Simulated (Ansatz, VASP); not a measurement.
# Te2Mo: VASP beside Ansatz

The input INCAR:

```
PREC = Accurate
ENCUT = 520
EDIFF = 1E-6
ISMEAR = -1
SIGMA = 0.05
LREAL = False
LASPH = True
NELM = 100
ALGO = Normal
ISIF = 2
LWAVE = False
LCHARG = True
GGA = PS
LELF = True
LVHAR = True
NBANDS = 49
```

KPOINTS

```
Automatic mesh
0
Gamma
  9 9 1
```

Contents of POSCAR:

```
Te2Mo
1.0
    3.5624185427      0.0000000000      0.0000000000
   -1.7812092714      3.0851449569      0.0000000000
    0.0000000000      0.0000000000     31.5632657400
Te Mo
6 3
Direct
    0.0000000000      0.0000000000      0.0567620800
    0.3333333333      0.6666666667      0.2889862200
    0.3333333333      0.6666666667      0.8244042500
    0.3333333333      0.6666666667      0.1755957500
    0.3333333333      0.6666666667      0.7110137800
    0.0000000000      0.0000000000      0.9432379200
    0.3333333333      0.6666666667      0.0000000000
    0.0000000000      0.0000000000      0.2323060100
    0.0000000000      0.0000000000      0.7676939900
```

Contents of input.yaml:

```yaml
crystal:
  lattice:
    - [3.5624185427, 0.0, 0.0]
    - [-1.7812092714, 3.0851449569, 0.0]
    - [0.0, 0.0, 31.56326574]
  atoms:
    - { symbol: Te, position: [0.0, 0.0, 0.05676208] }
    - { symbol: Te, position: [0.3333333333, 0.6666666667, 0.28898622] }
    - { symbol: Te, position: [0.3333333333, 0.6666666667, 0.82440425] }
    - { symbol: Te, position: [0.3333333333, 0.6666666667, 0.17559575] }
    - { symbol: Te, position: [0.3333333333, 0.6666666667, 0.71101378] }
    - { symbol: Te, position: [0.0, 0.0, 0.94323792] }
    - { symbol: Mo, position: [0.3333333333, 0.6666666667, 0.0] }
    - { symbol: Mo, position: [0.0, 0.0, 0.23230601] }
    - { symbol: Mo, position: [0.0, 0.0, 0.76769399] }
hamiltonian:
  xc: pbesol
  pseudopotentials: { kind: paw }
kpoints:
  mp_grid: { grid: [9, 9, 1] }
  band_path:
    path:
      - [[0.0, 0.0, 0.0], [0.5, 0.0, 0.0], [0.3333333333, 0.3333333333, 0.0], [0.0, 0.0, 0.0], [0.0, 0.0, 0.5], [0.5, 0.0, 0.5], [0.3333333333, 0.3333333333, 0.5], [0.0, 0.0, 0.5]]
      - [[0.5, 0.0, 0.5], [0.5, 0.0, 0.0]]
      - [[0.3333333333, 0.3333333333, 0.0], [0.3333333333, 0.3333333333, 0.5]]
    npoints: 10
scf:
  occupations: { method: fermi_dirac, width: 0.05 }
  n_extra_bands: 22
output:
  forces: true
  stress: true
  eigenvalues: true
  fatbands: false
```

Alike in both runs: functional PBEsol; k mesh 9 × 9 × 1; occupations fermi-dirac, width 0.05 eV; no spin polarisation.

```csv
,VASP,Ansatz
version,VASP 6.6.1,Ansatz 0.2.0
potentials or method,"VASP PAW PBE potentials, release 64 (Te, Mo_sv)",Ansatz PAW
plane-wave cutoff (eV),520,420
valence electrons in the cell,78,138
task,single point,band structure
```

|  | VASP | Ansatz | Ansatz less VASP |
| --- | --- | --- | --- |
| gap on the k mesh at the Fermi level (eV) | 0.99 | 1.00 | +0.010 |
| least direct gap on the mesh (eV) | 1.00 | 1.00 | +0.001 |
| rms of the force components (eV/Å) | 0.052 | 0.065 | +0.0129 |

VASP's potentials were made for PBE, not for PBEsol. Atom by atom the forces differ by 0.013 eV/Å (rms over components). With one functional, cell and mesh, what is left measures potentials, basis and numerics. VASP's potentials hold 78 valence electrons a cell and Ansatz's 138, so a difference there can come from the potentials and not from the codes.

Spin-orbit coupling is off throughout.
